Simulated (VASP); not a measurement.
# CdTe in VASP: single point with PBE

Aim: the single point of CdTe with PBE.

All numbers are computed with VASP 6.6.1; they aren't measurements. Logs are shortened: lines on timing, memory, paths and dates and some standing lists are left out, and cuts for length are marked.

## Step 1: The cell of the first run

The cell holds a slab with vacuum, 8 atoms: a = 4.533 Å, b = 4.533 Å, c = 23.218 Å, α = 90.00°, β = 90.00°, γ = 90.00°.

## Step 2: Single point, PBE

INCAR reads:

```
SYSTEM = CdTe
ALGO     = Normal         ! electronic algorithm
DIPOL    = 0.5 0.5 0.500
EDIFF    = 1E-6           ! SCF threshold, eV
ENCUT    = 400            ! plane-wave cutoff, eV
GGA      = PE             ! functional
GGA_COMPAT= .False.      
IDIPOL   = 3            
ISIF     = 2              ! what is computed and relaxed
ISMEAR   = 1              ! smearing method
LASPH    = .True.         ! aspherical terms in the spheres
LCHARG   = .False.        ! write CHGCAR
LDIPOL   = .True.       
LREAL    = .False.        ! projectors in reciprocal space
LWAVE    = .False.        ! write WAVECAR
NBANDS   = 46             ! bands
NELM     = 120            ! most SCF steps
NELMDL   = -8           
PREC     = Accurate       ! precision mode
SIGMA    = 0.15           ! smearing width, eV
```

KPOINTS reads:

```
k-points
0
Gamma
  3 3 1
  0 0 0
```

POSCAR reads:

```
CdTe
1.0
    4.5325544674      0.0000000000      0.0000000000
    0.0000000000      4.5325544674      0.0000000000
    0.0000000000      0.0000000000     23.2175000000
Cd Te
4 4
Direct
    0.0000000000      0.0000000000      0.2584257564
    0.5000000000      0.5000000000      0.3964681813
    0.0000000000      1.0000000000      0.5345106062
    0.5000000000      0.5000000000      0.6725530311
    1.0000000000      0.5000000000      0.3274469689
    0.5000000000      0.0000000000      0.4654893938
    1.0000000000      0.5000000000      0.6035318187
    0.5000000000      0.0000000000      0.7415742436
```

Potentials or basis: VASP PAW PBE potentials, release 64 (Cd, Te).

Started as:

```
> cat potpaw_PBE.64/Cd/POTCAR potpaw_PBE.64/Te/POTCAR > POTCAR
> mpirun -np 1 vasp_std > vasp.out
```

OUTCAR:

```text
SYSTEM = CdTe
   EDIFF = 1E-6
   ENCUT = 400
   GGA = PE
   ISIF = 2
   ISMEAR = 1
   LASPH = .True.
   LREAL = .False.
   NELM = 120
   NELMDL = -8
   PREC = Accurate

 ion  position               nearest neighbor table
   1  0.000  0.000  0.258-   5 2.78   5 2.78
   2  0.500  0.500  0.396-   5 2.78   5 2.78   6 2.78   6 2.78
   3  0.000  0.000  0.535-   6 2.78   6 2.78   7 2.78   7 2.78
   4  0.500  0.500  0.673-   7 2.78   7 2.78   8 2.78   8 2.78
   5  0.000  0.500  0.327-   2 2.78   2 2.78   1 2.78   1 2.78
   6  0.500  0.000  0.465-   3 2.78   3 2.78   2 2.78   2 2.78
   7  0.000  0.500  0.604-   4 2.78   4 2.78   3 2.78   3 2.78
   8  0.500  0.000  0.742-   4 2.78   4 2.78

  LATTYP: Found a simple tetragonal cell.
 ALAT       =     4.5325544674
 C/A-ratio  =     5.1223874235

  Lattice vectors:

 A1 = (   4.5325544674,   0.0000000000,   0.0000000000)
 A2 = (   0.0000000000,   4.5325544674,   0.0000000000)
 A3 = (   0.0000000000,   0.0000000000,  23.2175000000)

Analysis of symmetry for initial positions (statically):
=====================================================================
 Subroutine PRICEL returns:
 Original cell was already a primitive cell.

 Routine SETGRP: Setting up the symmetry group for a
 simple tetragonal supercell.

 Subroutine GETGRP returns: Found  4 space group operations
 (whereof  4 operations were pure point group operations)
 out of a pool of 16 trial point group operations.

The static configuration has the point symmetry C_2v.

Analysis of symmetry for dynamics (positions and initial velocities):
=====================================================================
 Subroutine PRICEL returns:
 Original cell was already a primitive cell.

 Routine SETGRP: Setting up the symmetry group for a
 simple tetragonal supercell.

 Subroutine GETGRP returns: Found  4 space group operations
 (whereof  4 operations were pure point group operations)
 out of a pool of 16 trial point group operations.

The dynamic configuration has the point symmetry C_2v.

 Subroutine INISYM returns: Found  4 space group operations
 (whereof  4 operations are pure point group operations),
 and found     1 'primitive' translations

----------------------------------------------------------------------------------------

                                     Primitive cell

  volume of cell :     476.9815

  direct lattice vectors                    reciprocal lattice vectors
     4.532554467  0.000000000  0.000000000     0.220626141  0.000000000  0.000000000
     0.000000000  4.532554467  0.000000000     0.000000000  0.220626141  0.000000000
     0.000000000  0.000000000 23.217500000     0.000000000  0.000000000  0.043070959

  length of vectors
     4.532554467  4.532554467 23.217500000     0.220626141  0.220626141  0.043070959

  position of ions in fractional coordinates (direct lattice)
     0.000000000  0.000000000  0.258425756
     0.500000000  0.500000000  0.396468181
     0.000000000  0.000000000  0.534510606
     0.500000000  0.500000000  0.672553031
     0.000000000  0.500000000  0.327446969
     0.500000000  0.000000000  0.465489394
     0.000000000  0.500000000  0.603531819
     0.500000000  0.000000000  0.741574244

  ion indices of the primitive-cell ions
   primitive index   ion index
                 1           1
                 2           2
                 3           3
                 4           4
                 5           5
                 6           6
                 7           7
                 8           8

----------------------------------------------------------------------------------------

 KPOINTS: k-points

Automatic generation of k-mesh.
 Grid dimensions read from file:
 generate k-points for:    3    3    1

 Generating k-lattice:

  Cartesian coordinates                     Fractional coordinates (reciprocal lattice)
     0.073542047  0.000000000  0.000000000     0.333333333  0.000000000  0.000000000
     0.000000000  0.073542047  0.000000000     0.000000000  0.333333333  0.000000000
     0.000000000  0.000000000  0.043070959     0.000000000  0.000000000  1.000000000

  Length of vectors
     0.073542047  0.073542047  0.043070959

  Shift w.r.t. Gamma in fractional coordinates (k-lattice)
     0.000000000  0.000000000  0.000000000

 Subroutine IBZKPT returns following result:
 ===========================================

 Found      4 irreducible k-points:

 Following reciprocal coordinates:
            Coordinates               Weight
  0.000000  0.000000  0.000000      1.000000
  0.333333  0.000000  0.000000      2.000000
  0.000000  0.333333  0.000000      2.000000
  0.333333  0.333333  0.000000      4.000000
   k-points           NKPTS =      4   k-points in BZ     NKDIM =      4   number of bands    NBANDS=     46
   number of dos      NEDOS =    301   number of ions     NIONS =      8
   total plane-waves  NPLWV = 144000
   dimension x,y,z NGX =    30 NGY =   30 NGZ =  160
   dimension x,y,z NGXF=    60 NGYF=   60 NGZF=  320
   ions per type =               4   4
   NGX,Y,Z   is equivalent  to a cutoff of  11.00, 11.00, 11.46 a.u.
   NGXF,Y,Z  is equivalent  to a cutoff of  22.01, 22.01, 22.91 a.u.
 SYSTEM =  CdTe
   PREC   = accura    normal or accurate (medium, high low for compatibility)
   ISTART =      0    job   : 0-new  1-cont  2-samecut
   ICHARG =      2    charge: 1-file 2-atom 10-const
   ISPIN  =      1    spin polarized calculation?
   LNONCOLLINEAR =      F non collinear calculations
   LSORBIT =      F    spin-orbit coupling
   LASPH  =      T    aspherical Exc in radial PAW
   ENCUT  =  400.0 eV  29.40 Ry    5.42 a.u.   7.39  7.39 37.86*2*pi/ulx,y,z
   NELM   =    120;   NELMIN=  2; NELMDL= -8     # of ELM steps
   EDIFF  = 0.1E-05   stopping-criterion for ELM
   LREAL  =      F    real-space projection
   EDIFFG = 0.1E-04   stopping-criterion for IOM
   NSW    =      0    number of steps for IOM
   IBRION =     -1    ionic relax: 0-MD 1-quasi-New 2-CG
   NFREE  =      0    steps in history (QN), initial steepest desc. (CG)
   ISIF   =      2    stress and relaxation
   ISYM   =      2    0-nonsym 1-usesym 2-fastsym
   POTIM  = 0.5000    time-step for ionic-motion
   TEBEG  =    0.0;   TEEND  =   0.0 temperature during run
   PSTRESS=    0.0 pullay stress
   NELECT =      72.0000    total number of electrons
   NUPDOWN=      -1.0000    fix difference up-down
   EMIN   =  10.00;   EMAX   =-10.00  energy-range for DOS
   EFERMI =   0.00;   METHOD = LEGACY
   ISMEAR =     1;   SIGMA  =   0.15  broadening in eV -4-tet -1-fermi 0-gaus
   EFERMI_NEDOS =   21; number of points for ismear=-14 and -15
   IALGO  =     38    algorithm
   IMIX   =      4    mixing-type and parameters
     AMIX     =   0.40;   BMIX     =  1.00
     AMIX_MAG =   1.60;   BMIX_MAG =  1.00
  volume/ion in A,a.u.               =      59.62       402.35
  Fermi-wavevector in a.u.,A,eV,Ry     =   0.871669  1.647216 10.337810  0.759808
  Thomas-Fermi vector in A             =   1.990810
   LORBIT       =      0    0 simple, 1 ext, 2 COOP (PROOUT), +10 PAW based schemes
   GGA     = PE    functional components
   LHFCALC =     F    Hartree Fock is set to
   AEXX    =    0.0000 exact exchange contribution
   IVDW    =     0    specifies the selected vdW correction
   LEPSILON=     F    determine dielectric tensor
   LRPA    =     F    only Hartree local field effects (RPA)
 non-spin polarized calculation
 Methfessel and Paxton  Order N= 1 SIGMA  =   0.15
  energy-cutoff  :      400.00
  volume of cell :      476.98
 maximum number of plane-waves:      8763
 NGX is ok and might be reduce to    30
   NGX = 15   NGY = 15   NGZ = 75

 dipolmoment           0.000000      0.000000     -0.000001 electrons x Angstroem

 number of electron      72.0000055 magnetization

 dipolmoment           0.000000      0.000000      0.239016 electrons x Angstroem

 Free energy of the ion-electron system (eV)
  ---------------------------------------------------
  ext. energy  EPLUGINS =         0.00000000
  ---------------------------------------------------
  free energy    TOTEN  =       -16.14798876 eV

  energy without entropy =      -16.13506642  energy(sigma->0) =      -16.14368131

 E-fermi :  -0.4960     XC(G=0):  -5.4995

 val. band max:       -0.5176490865   @ k =   0.0000   0.0000   0.0000
 cond. band min:      -0.4721747952   @ k =   0.3333   0.0000   0.0000
 fundamental gap:      0.0454742913
 Fermi energy:        -0.4959971060

 k-point     1 :       0.0000    0.0000    0.0000
  band No.  band energies     occupation
      1     -12.5928      2.00000
      2     -12.0855      2.00000
      3     -11.6030      2.00000
      4     -10.5289      2.00000
      5      -9.6575      2.00000
      6      -9.6227      2.00000
[... 38 lines left out ...]
     45       3.4608      0.00000
     46       3.5741      0.00000

 k-point     2 :       0.3333    0.0000    0.0000
  band No.  band energies     occupation
      1     -12.4507      2.00000
      2     -11.9764      2.00000
      3     -11.5120      2.00000
      4     -10.4537      2.00000
      5      -9.6493      2.00000
      6      -9.6076      2.00000
[... 38 lines left out ...]
     45       4.1691      0.00000
     46       4.3688      0.00000

 k-point     3 :       0.0000    0.3333    0.0000
  band No.  band energies     occupation
      1     -12.4518      2.00000
      2     -11.9794      2.00000
      3     -11.5150      2.00000
      4     -10.4411      2.00000
      5      -9.6122      2.00000
      6      -9.6086      2.00000
[... 38 lines left out ...]
     45       4.1857      0.00000
     46       4.3566      0.00000

 k-point     4 :       0.3333    0.3333    0.0000
  band No.  band energies     occupation
      1     -12.3404      2.00000
      2     -11.8777      2.00000
      3     -11.4179      2.00000
      4     -10.3620      2.00000
      5      -9.5857      2.00000
      6      -9.5452      2.00000
[... 38 lines left out ...]
     45       4.2075      0.00000
     46       4.3148      0.00000

------------------------ aborting loop because EDIFF is reached ----------------------------------------

 vacuum level on the upper side and lower side of the slab       (xc-potential included)         1.023        -1.298

  FORCE on cell =-STRESS in cart. coord.  units (eV):
  Direction    XX          YY          ZZ          XY          YZ          ZX
  --------------------------------------------------------------------------------------
  -------------------------------------------------------------------------------------
  Total        4.3320368      6.5961029      5.4203092      0.0000000      0.0000000      0.0000000
  in kB       14.5512801     22.1562618     18.2067792      0.0000000      0.0000000      0.0000000
  external PRESSURE =      18.3047737 kB  Pullay stress =       0.0000000 kB

 VOLUME and BASIS-vectors are now :
 -----------------------------------------------------------------------------
  energy-cutoff  :      400.00
  volume of cell :      476.98
      direct lattice vectors                 reciprocal lattice vectors
     4.532554467  0.000000000  0.000000000     0.220626141  0.000000000  0.000000000
     0.000000000  4.532554467  0.000000000     0.000000000  0.220626141  0.000000000
     0.000000000  0.000000000 23.217500000     0.000000000  0.000000000  0.043070959

 POSITION                                       TOTAL-FORCE (eV/Angst)
 -----------------------------------------------------------------------------------
      0.00000      0.00000      6.00000         0.000000      0.000000     -0.489276
      2.26628      2.26628      9.20500         0.000000      0.000000      0.366116
      0.00000      0.00000     12.41000         0.000000      0.000000      0.307554
      2.26628      2.26628     15.61500         0.000000      0.000000      0.456393
      0.00000      2.26628      7.60250         0.000000      0.000000     -0.304561
      2.26628      0.00000     10.80750         0.000000      0.000000     -0.244333
      0.00000      2.26628     14.01250         0.000000      0.000000     -0.349884
      2.26628      0.00000     17.21750         0.000000      0.000000      0.257992
 -----------------------------------------------------------------------------------
    total drift:                                0.000000      0.000000     -0.000351

  FREE ENERGIE OF THE ION-ELECTRON SYSTEM (eV)
  ---------------------------------------------------
  free  energy   TOTEN  =       -16.1479887602 eV

  energy  without entropy=      -16.1350664160  energy(sigma->0) =      -16.14368131

 vacuum level on the upper side and lower side of the slab         5.404         3.053
```

Wall time 79 s (1 thread of Intel Xeon 6975P-C (Granite Rapids), shared host); peak memory 0.35 GiB.

What came out:

| Property | Result |
| --- | --- |
| Free energy | -16.1480 eV |
| Largest force | 0.489 eV/Å |
| Band gap on the k mesh | zero (band 36 reaches -0.45 eV, above the bottom of band 37 at -0.47 eV) |

Forces on the atoms (eV/Å):
```
Cd   0.000  0.000 -0.489
Cd   0.000  0.000  0.366
Cd   0.000  0.000  0.308
Cd   0.000  0.000  0.456
Te   0.000  0.000 -0.305
Te   0.000  0.000 -0.244
Te   0.000  0.000 -0.350
Te   0.000  0.000  0.258
```

Levels at points of the mesh, in eV from the Fermi level:
| k point | band 34 | band 35 | band 36 | band 37 | band 38 | band 39 |
| --- | --- | --- | --- | --- | --- | --- |
| (0.00, 0.00, 0.00) | -0.87 | -0.02 | 0.05 | 0.40 | 1.61 | 1.98 |

Caveat: the k points lie up to 0.46 Å⁻¹ apart; spin-orbit coupling is left out, which moves the levels of the heavy elements.
